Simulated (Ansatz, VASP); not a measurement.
## Two plane-wave programs on Cd4Se

```xyz
5
Lattice="6.1210 0.0000 0.0000 0.0000 6.1210 0.0000 0.0000 0.0000 3.8126" Properties=species:S:1:pos:R:3 pbc="T T T"
Cd    4.4991    4.4991    0.0000
Cd    1.6219    1.6219    0.0000
Cd    1.6219    4.4991    0.0000
Cd    4.4991    1.6219    0.0000
Se    0.0000    0.0000    1.9063
```

Alike in both runs: functional PBE; k mesh 6 × 6 × 10; occupations gaussian, width 0.1 eV; no spin polarisation.

Ansatz relaxed the structure, and its values are those at the end. VASP's run is a single point on that final structure, the one shown.

|  | VASP | Ansatz |
| --- | --- | --- |
| version | VASP 6.6.1 | Ansatz 0.2.0 |
| potentials or method | VASP PAW PBE potentials, release 64 (Cd, Se), cutoff 520 eV | scalar-relativistic, plane waves, PAW |
| valence electrons in the cell | 54 | 96 |

VASP gave:

```
gap on the k mesh at the Fermi level (eV) : none
pressure (GPa)                            : 0.2
```

Problem. Which values does Ansatz return?

Solution. gap on the k mesh at the Fermi level (eV): none; pressure (GPa): 0.0.

A gap of «none» marks a metal or a gap that the smearing closes. VASP's potentials hold 54 valence electrons a cell and Ansatz's 96, so a difference there can come from the potentials and not from the codes.
